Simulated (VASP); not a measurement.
# B33N32 (a cell with a defect) in VASP: single point with PBEsol

Aim: the single point of B33N32 (a cell with a defect) with PBEsol.

Everything below comes from runs of VASP 6.6.1. Logs are shortened: lines on timing, memory, paths and dates and some standing lists are left out, and cuts for length are marked.

**1. The cell of the first run**

The cell holds a defect, 65 atoms: a = 7.212 Å, b = 7.212 Å, c = 7.212 Å, α = 90.00°, β = 90.00°, γ = 90.00°.

**2. Single point, PBEsol, collinear spin**

Contents of INCAR:

```
  PREC = Accurate
  ENCUT = 520
  EDIFF = 1E-6
  ISMEAR = -1
  SIGMA = 0.05
  LREAL = Auto
  LASPH = True
  NELM = 150
  ALGO = Normal
  ISIF = 2
  LWAVE = False
  LCHARG = False
  ISPIN = 2
  MAGMOM = 0 0 0 0 0 0 0 0.091 0 0.091 0 0 0 0 0 0 0 0 0.091 0 0 0 0 0 0 0 0 0 0.091 0 0 0 0.091 0 0 0 0 0 0 0 0 0.091 0.091 0 0 0 0 0 0 0.091 0 0.091 0 0 0 0 0 0.091 0 0 0 0.091 0 0 0
  LORBIT = 11
  GGA = PS
  NELECT = 257.0
  ISYM = 0
  NBANDS = 172
```

Contents of KPOINTS:

```
Automatic mesh
0
Gamma
  1 1 1
  0.25 0.25 0.25
```

Contents of POSCAR:

```
B33N32
1.0
    7.2115910000      0.0000000000      0.0000000000
    0.0000000000      7.2115910000      0.0000000000
    0.0000000000      0.0000000000      7.2115910000
B N
33 32
Direct
    0.9985300000      0.9974830000      0.9972790000
    0.9883200000      0.9872810000      0.5005790000
    0.0027620000      0.4993140000      0.9983330000
    0.0002050000      0.5022540000      0.5048990000
    0.5003590000      0.0017090000      0.9983290000
    0.5033000000      0.9991600000      0.5048920000
    0.5044670000      0.5034210000      0.9975190000
    0.5151170000      0.5140360000      0.5012450000
    0.2515500000      0.2505070000      0.9954080000
    0.1781290000      0.1770900000      0.4633960000
    0.2514820000      0.7504040000      0.9993630000
    0.2517570000      0.7507310000      0.4996060000
    0.7514570000      0.2504340000      0.9993690000
    0.7517800000      0.2507080000      0.4996190000
    0.7515590000      0.7505080000      0.9993110000
    0.7517370000      0.7506830000      0.4999500000
    0.2433990000      0.9940900000      0.2404490000
    0.2505900000      0.9960750000      0.7523290000
    0.2596930000      0.5064300000      0.2412400000
    0.2528240000      0.5051750000      0.7524250000
    0.7487220000      0.9987790000      0.2480420000
    0.7496450000      0.9998780000      0.7511280000
    0.7544600000      0.5022070000      0.2481460000
    0.7537310000      0.5013460000      0.7512300000
    0.9951490000      0.2423640000      0.2404560000
    0.9971290000      0.2495440000      0.7523310000
    0.9998410000      0.7476660000      0.2480380000
    0.0009140000      0.7486020000      0.7511270000
    0.5074880000      0.2586210000      0.2412480000
    0.5062020000      0.2517970000      0.7524280000
    0.5032540000      0.7534200000      0.2481400000
    0.5023950000      0.7526840000      0.7512200000
    0.3263450000      0.3253180000      0.4627380000
    0.1251870000      0.1241210000      0.1209000000
    0.1110870000      0.1100390000      0.6333380000
    0.1275910000      0.6241940000      0.1250210000
    0.1279250000      0.6255570000      0.6249130000
    0.6252500000      0.1265230000      0.1250270000
    0.6266130000      0.1268740000      0.6249110000
    0.6279950000      0.6269350000      0.1248660000
    0.6319720000      0.6309190000      0.6268780000
    0.3784240000      0.3773620000      0.1209550000
    0.3932530000      0.3922190000      0.6336270000
    0.3762250000      0.8774600000      0.1248380000
    0.3760710000      0.8763250000      0.6248970000
    0.8785330000      0.3751650000      0.1248480000
    0.8773760000      0.3750200000      0.6249090000
    0.8757200000      0.8746630000      0.1247320000
    0.8721290000      0.8710760000      0.6266540000
    0.3726120000      0.1299760000      0.3777740000
    0.3757830000      0.1269970000      0.8723650000
    0.3796290000      0.6297630000      0.3738550000
    0.3777210000      0.6284170000      0.8761980000
    0.8732960000      0.1231500000      0.3736380000
    0.8743160000      0.1251050000      0.8761520000
    0.8784750000      0.6243710000      0.3752240000
    0.8780120000      0.6248450000      0.8759390000
    0.1310140000      0.3715650000      0.3777920000
    0.1280540000      0.3747240000      0.8723690000
    0.1242280000      0.8722240000      0.3736210000
    0.1261590000      0.8732610000      0.8761480000
    0.6308480000      0.3785510000      0.3738470000
    0.6294670000      0.3766760000      0.8761980000
    0.6254180000      0.8774210000      0.3752130000
    0.6258980000      0.8769550000      0.8759310000
```

Potentials or basis: VASP PAW PBE potentials, release 64 (B, N).

Launch:

```console
> cat potpaw_PBE.64/B/POTCAR potpaw_PBE.64/N/POTCAR > POTCAR
> mpirun -np 1 vasp_std > vasp.out
```

OUTCAR:

```text
PREC = Accurate
   ENCUT = 520
   EDIFF = 1E-6
   ISMEAR = -1
   LREAL = Auto
   LASPH = True
   NELM = 150
   ISIF = 2
   ISPIN = 2
   LORBIT = 11
   GGA = PS
   NELECT = 257.0
   ISYM = 0

 ion  position               nearest neighbor table
   1  0.999  0.997  0.997-  55 1.55  61 1.55  48 1.55  34 1.57
   2  0.988  0.987  0.501-  49 1.49  35 1.58  54 1.58  60 1.58  10 1.95
   3  0.003  0.499  0.998-  57 1.55  46 1.56  59 1.56  36 1.57
   4  0.000  0.502  0.505-  47 1.54  37 1.55  56 1.56  58 1.62
   5  0.500  0.002  0.998-  65 1.55  44 1.56  51 1.56  38 1.57
   6  0.503  0.999  0.505-  45 1.54  39 1.55  64 1.56  50 1.62
   7  0.504  0.503  0.998-  53 1.55  63 1.55  40 1.56  42 1.56
   8  0.515  0.514  0.501-  41 1.50  43 1.57  52 1.58  62 1.58  33 1.94
   9  0.252  0.251  0.995-  59 1.54  51 1.54  34 1.57  42 1.58
  10  0.178  0.177  0.463-  35 1.40  33 1.51  58 1.57  50 1.57   2 1.95  25 2.13  17 2.13
  11  0.251  0.750  0.999-  61 1.55  53 1.55  36 1.56  44 1.57
  12  0.252  0.751  0.500-  37 1.56  52 1.56  60 1.56  45 1.56
  13  0.751  0.250  0.999-  55 1.55  63 1.55  38 1.56  46 1.57
  14  0.752  0.251  0.500-  39 1.56  62 1.56  54 1.56  47 1.56
  15  0.752  0.751  0.999-  40 1.55  48 1.56  65 1.56  57 1.56
  16  0.752  0.751  0.500-  41 1.53  49 1.53  56 1.57  64 1.57
  17  0.243  0.994  0.240-  44 1.52  34 1.53  60 1.56  50 1.68  10 2.13
  18  0.251  0.996  0.752-  61 1.54  45 1.55  35 1.56  51 1.57
  19  0.260  0.506  0.241-  36 1.53  42 1.53  52 1.57  58 1.67  33 2.12
  20  0.253  0.505  0.752-  53 1.55  37 1.55  43 1.56  59 1.56
  21  0.749  0.999  0.248-  64 1.55  38 1.56  48 1.56  54 1.56
  22  0.750  1.000  0.751-  65 1.55  55 1.56  49 1.56  39 1.57
  23  0.754  0.502  0.248-  62 1.55  56 1.55  46 1.56  40 1.56
  24  0.754  0.501  0.751-  57 1.55  63 1.56  41 1.56  47 1.57
  25  0.995  0.242  0.240-  46 1.52  34 1.53  54 1.56  58 1.68  10 2.13
  26  0.997  0.250  0.752-  55 1.55  47 1.55  35 1.56  59 1.57
  27  1.000  0.748  0.248-  56 1.55  36 1.56  48 1.56  60 1.56
  28  0.001  0.749  0.751-  57 1.55  61 1.56  49 1.56  37 1.57
  29  0.507  0.259  0.241-  38 1.53  42 1.53  62 1.57  50 1.67  33 2.12
  30  0.506  0.252  0.752-  63 1.55  39 1.55  43 1.56  51 1.56
  31  0.503  0.753  0.248-  52 1.55  64 1.55  44 1.56  40 1.56
  32  0.502  0.753  0.751-  65 1.55  53 1.56  41 1.56  45 1.57
  33  0.326  0.325  0.463-  43 1.41  10 1.51  58 1.57  50 1.57   8 1.94  19 2.12  29 2.12
  34  0.125  0.124  0.121-  17 1.53  25 1.53   1 1.57   9 1.57
  35  0.111  0.110  0.633-  10 1.40  26 1.56  18 1.56   2 1.58
  36  0.128  0.624  0.125-  19 1.53  27 1.56  11 1.56   3 1.57
  37  0.128  0.626  0.625-   4 1.55  20 1.55  12 1.56  28 1.57
  38  0.625  0.127  0.125-  29 1.53  21 1.56  13 1.56   5 1.57
  39  0.627  0.127  0.625-   6 1.55  30 1.55  14 1.56  22 1.57
[... 8 lines left out ...]
  48  0.876  0.875  0.125-   1 1.55  15 1.56  21 1.56  27 1.56
  49  0.872  0.871  0.627-   2 1.49  16 1.53  28 1.56  22 1.56
  50  0.373  0.130  0.378-  10 1.57  33 1.57   6 1.62  29 1.67  17 1.68
  51  0.376  0.127  0.872-   9 1.54  30 1.56   5 1.56  18 1.57
  52  0.380  0.630  0.374-  31 1.55  12 1.56  19 1.57   8 1.58
  53  0.378  0.628  0.876-  11 1.55  20 1.55   7 1.55  32 1.56
  54  0.873  0.123  0.374-  21 1.56  25 1.56  14 1.56   2 1.58
  55  0.874  0.125  0.876-  26 1.55  13 1.55   1 1.55  22 1.56
  56  0.878  0.624  0.375-  27 1.55  23 1.55   4 1.56  16 1.57
  57  0.878  0.625  0.876-  28 1.55  24 1.55   3 1.55  15 1.56
  58  0.131  0.372  0.378-  10 1.57  33 1.57   4 1.62  19 1.67  25 1.68
  59  0.128  0.375  0.872-   9 1.54  20 1.56   3 1.56  26 1.57
  60  0.124  0.872  0.374-  27 1.56  17 1.56  12 1.56   2 1.58
  61  0.126  0.873  0.876-  18 1.54  11 1.55   1 1.55  28 1.56
  62  0.631  0.379  0.374-  23 1.55  14 1.56  29 1.57   8 1.58
  63  0.629  0.377  0.876-  13 1.55  30 1.55   7 1.55  24 1.56
  64  0.625  0.877  0.375-  21 1.55  31 1.55   6 1.56  16 1.57
  65  0.626  0.877  0.876-  22 1.55  32 1.55   5 1.55  15 1.56

IMPORTANT INFORMATION: All symmetrisations will be switched off!
NOSYMM: (Re-)initialisation of all symmetry stuff for point group C_1.

----------------------------------------------------------------------------------------

                                     Primitive cell

  volume of cell :     375.0535

  direct lattice vectors                    reciprocal lattice vectors
     7.211591000  0.000000000  0.000000000     0.138665656  0.000000000  0.000000000
     0.000000000  7.211591000  0.000000000     0.000000000  0.138665656  0.000000000
     0.000000000  0.000000000  7.211591000     0.000000000  0.000000000  0.138665656

  length of vectors
     7.211591000  7.211591000  7.211591000     0.138665656  0.138665656  0.138665656

  position of ions in fractional coordinates (direct lattice)
[... 196 lines left out ...]
   NUPDOWN=      -1.0000    fix difference up-down
   EMIN   =  10.00;   EMAX   =-10.00  energy-range for DOS
   EFERMI =   0.00;   METHOD = LEGACY
   ISMEAR =    -1;   SIGMA  =   0.05  broadening in eV -4-tet -1-fermi 0-gaus
   EFERMI_NEDOS =   21; number of points for ismear=-14 and -15
   IALGO  =     38    algorithm
   IMIX   =      4    mixing-type and parameters
     AMIX     =   0.40;   BMIX     =  1.00
     AMIX_MAG =   1.60;   BMIX_MAG =  1.00
  volume/ion in A,a.u.               =       5.77        38.94
  Fermi-wavevector in a.u.,A,eV,Ry     =   1.443294  2.727430 28.342260  2.083097
  Thomas-Fermi vector in A             =   2.561718
   LORBIT       =     11    0 simple, 1 ext, 2 COOP (PROOUT), +10 PAW based schemes
   GGA     = PS    functional components
   LHFCALC =     F    Hartree Fock is set to
   AEXX    =    0.0000 exact exchange contribution
   IVDW    =     0    specifies the selected vdW correction
   LEPSILON=     F    determine dielectric tensor
   LRPA    =     F    only Hartree local field effects (RPA)
 spin polarized calculation
  energy-cutoff  :      520.00
  volume of cell :      375.05
 maximum number of plane-waves:     10107
 NGX is ok and might be reduce to    54
   NGX = 27   NGY = 27   NGZ = 27

 number of electron     257.0000028 magnetization       0.9977622

 Free energy of the ion-electron system (eV)
  ---------------------------------------------------
  ext. energy  EPLUGINS =         0.00000000
  ---------------------------------------------------
  free energy    TOTEN  =      -602.85340366 eV

  energy without entropy =     -602.85252715  energy(sigma->0) =     -602.85296541

 E-fermi :   9.6574     XC(G=0): -13.0819

 val. band max:        9.3572786666   @ k =  -0.2500  -0.2500   0.2500
 cond. band min:       9.9584565324   @ k =   0.2500  -0.2500   0.2500
 fundamental gap:      0.6011778659
 Fermi energy:         9.6573889696

 spin component 1

 k-point     1 :       0.2500    0.2500    0.2500
  band No.  band energies     occupation
      1     -12.9800      1.00000
      2     -11.9461      1.00000
      3     -11.4433      1.00000
      4     -11.4393      1.00000
      5     -10.8441      1.00000
      6     -10.5061      1.00000
[... 561 lines left out ...]
    139      15.3849      0.00000
    140      15.4016      0.00000
 Fermi energy:         9.6573889696

 spin component 2

 k-point     1 :       0.2500    0.2500    0.2500
  band No.  band energies     occupation
      1     -12.8759      1.00000
      2     -11.9007      1.00000
      3     -11.4200      1.00000
      4     -11.4184      1.00000
      5     -10.8119      1.00000
      6     -10.4838      1.00000
[... 561 lines left out ...]
    139      15.4104      0.00000
    140      15.4386      0.00000
 [bands above 140 left out]

------------------------ aborting loop because EDIFF is reached ----------------------------------------

  FORCE on cell =-STRESS in cart. coord.  units (eV):
  Direction    XX          YY          ZZ          XY          YZ          ZX
  --------------------------------------------------------------------------------------
  -------------------------------------------------------------------------------------
  Total       -2.8140159     -2.8142488     -8.2636388     15.9422650     -0.1598324     -0.1538140
  in kB      -12.0210903    -12.0220853    -35.3011328     68.1031721     -0.6827823     -0.6570725
  external PRESSURE =     -19.7814361 kB  Pullay stress =       0.0000000 kB

 VOLUME and BASIS-vectors are now :
 -----------------------------------------------------------------------------
  energy-cutoff  :      520.00
  volume of cell :      375.05
      direct lattice vectors                 reciprocal lattice vectors
     7.211591000  0.000000000  0.000000000     0.138665656  0.000000000  0.000000000
     0.000000000  7.211591000  0.000000000     0.000000000  0.138665656  0.000000000
     0.000000000  0.000000000  7.211591000     0.000000000  0.000000000  0.138665656

 POSITION                                       TOTAL-FORCE (eV/Angst)
 -----------------------------------------------------------------------------------
      7.20099      7.19344      7.19197         0.063581      0.062554      0.052473
      7.12736      7.11987      3.60997         0.087166      0.081818      0.038017
      0.01992      3.60085      7.19957         0.063548      0.073775      0.048584
      0.00148      3.62205      3.64113         0.038578      0.041162      0.025383
      3.60838      0.01232      7.19954         0.076841      0.061999      0.048296
      3.62959      7.20553      3.64107         0.041751      0.037153      0.024891
[... 57 lines left out ...]
      4.51026      6.32760      2.70588        -0.068003     -0.047389     -0.071763
      4.51372      6.32424      6.31686        -0.064044     -0.056414     -0.046519
 -----------------------------------------------------------------------------------
    total drift:                                0.001133      0.002771      0.009671

  FREE ENERGIE OF THE ION-ELECTRON SYSTEM (eV)
  ---------------------------------------------------
  free  energy   TOTEN  =      -602.8534036649 eV

  energy  without entropy=     -602.8525271533  energy(sigma->0) =     -602.85296541

 total charge

# of ion       s       p       d       tot
------------------------------------------
    1        0.677   1.368   0.000   2.045
    2        0.684   1.392   0.000   2.076
    3        0.674   1.358   0.000   2.032
    4        0.673   1.346   0.000   2.019
    5        0.674   1.358   0.000   2.032
    6        0.673   1.346   0.000   2.019
[... 57 lines left out ...]
   64        1.206   2.755   0.000   3.962
   65        1.207   2.764   0.000   3.971
--------------------------------------------------
tot         61.077 133.532   0.000 194.609

 magnetization (x)

# of ion       s       p       d       tot
------------------------------------------
    1        0.000   0.000   0.000   0.000
    2        0.002   0.002   0.000   0.004
    3        0.000   0.001   0.000   0.001
    4        0.000   0.002   0.000   0.002
    5        0.000   0.001   0.000   0.001
    6        0.000   0.002   0.000   0.002
[... 57 lines left out ...]
   64        0.000   0.001   0.000   0.002
   65        0.000   0.000   0.000   0.000
--------------------------------------------------
tot          0.066   0.658   0.000   0.724
```

Run time: 14 min. Hardware: 1 thread of Intel Xeon Platinum 8488C (Sapphire Rapids), shared host; peak memory 0.71 GiB.

Results:

| Property | Result |
| --- | --- |
| Free energy | -602.8534 eV |
| Largest force | 0.200 eV/Å |
| Net moment | 1.00 μB per cell |
| Site moments | B +0.00, +0.24, -0.00, +0.25 (each value once); N +0.00, +0.02, +0.01 (each value once) μB |
| Valence electrons inside the program's atomic spheres | B 2.04, 2.08, 2.03, 2.02, 2.25, 2.05, 2.07, 2.01, 2.00, 2.24 (each value once); N 3.97, 4.03, 3.96, 4.00, 3.90, 3.95, 3.98 (each value once) |

Forces in eV/Å, atoms in the order of the input:
```
B    0.064  0.063  0.052
B    0.087  0.082  0.038
B    0.064  0.074  0.049
B    0.039  0.041  0.025
B    0.077  0.062  0.048
B    0.042  0.037  0.025
B    0.065  0.064  0.045
B    0.062  0.064  0.007
B    0.049  0.045  0.049
B   -0.114 -0.116 -0.027
B    0.071  0.059  0.052
B    0.033  0.046  0.061
B    0.059  0.070  0.052
B    0.050  0.029  0.059
B    0.056  0.056  0.051
B    0.048  0.049  0.099
B    0.032  0.063  0.086
B    0.045  0.059  0.043
B    0.006  0.086  0.015
B    0.044  0.042  0.042
B    0.056  0.051  0.066
B    0.056  0.048  0.044
B    0.058  0.084  0.060
B    0.045  0.065  0.047
B    0.065  0.027  0.087
B    0.058  0.042  0.043
B    0.050  0.055  0.067
B    0.052  0.054  0.044
B    0.085  0.008  0.013
B    0.046  0.038  0.041
B    0.085  0.052  0.061
B    0.065  0.044  0.048
B    0.124  0.123  0.074
N   -0.029 -0.024 -0.075
N   -0.039 -0.040  0.002
N   -0.048 -0.073 -0.055
N   -0.045 -0.044 -0.063
N   -0.072 -0.045 -0.056
N   -0.049 -0.042 -0.061
N   -0.059 -0.057 -0.051
N   -0.038 -0.039 -0.080
N   -0.053 -0.052 -0.033
N   -0.118 -0.120 -0.108
N   -0.057 -0.058 -0.045
N   -0.060 -0.062 -0.047
N   -0.063 -0.053 -0.046
N   -0.063 -0.059 -0.049
N   -0.051 -0.050 -0.042
N   -0.079 -0.077 -0.057
N    0.020 -0.023  0.022
N   -0.053 -0.044 -0.050
N   -0.051 -0.096 -0.051
N   -0.067 -0.044 -0.040
N   -0.054 -0.027 -0.056
N   -0.051 -0.056 -0.059
N   -0.048 -0.068 -0.074
N   -0.057 -0.064 -0.048
N   -0.023  0.020  0.019
N   -0.046 -0.049 -0.050
N   -0.034 -0.049 -0.052
N   -0.058 -0.050 -0.059
N   -0.102 -0.049 -0.048
N   -0.045 -0.067 -0.038
N   -0.068 -0.047 -0.072
N   -0.064 -0.056 -0.047
```

Levels at points of the mesh, in eV from the Fermi level:
Spin up:
```
           k point  band 126  band 127  band 128  band 129  band 130  band 131  band 132  band 133
(0.25, 0.25, 0.25)     -3.22     -2.52     -2.51     -0.30      1.26      3.21      3.37      4.07
```
Spin down:
```csv
k point,band 124,band 125,band 126,band 127,band 128,band 129,band 130,band 131,band 132,band 133
"(0.25, 0.25, 0.25)",-3.32,-3.28,-3.21,-2.50,-2.50,0.50,1.83,3.25,3.47,4.17
```

Caveat: the cell carries a net charge on a neutralising background, which shifts energy and pressure; the cell is charged against a uniform background, so pressure and absolute levels hang on convention; the PAW data sets were made with another functional, which shifts forces and pressure a little.
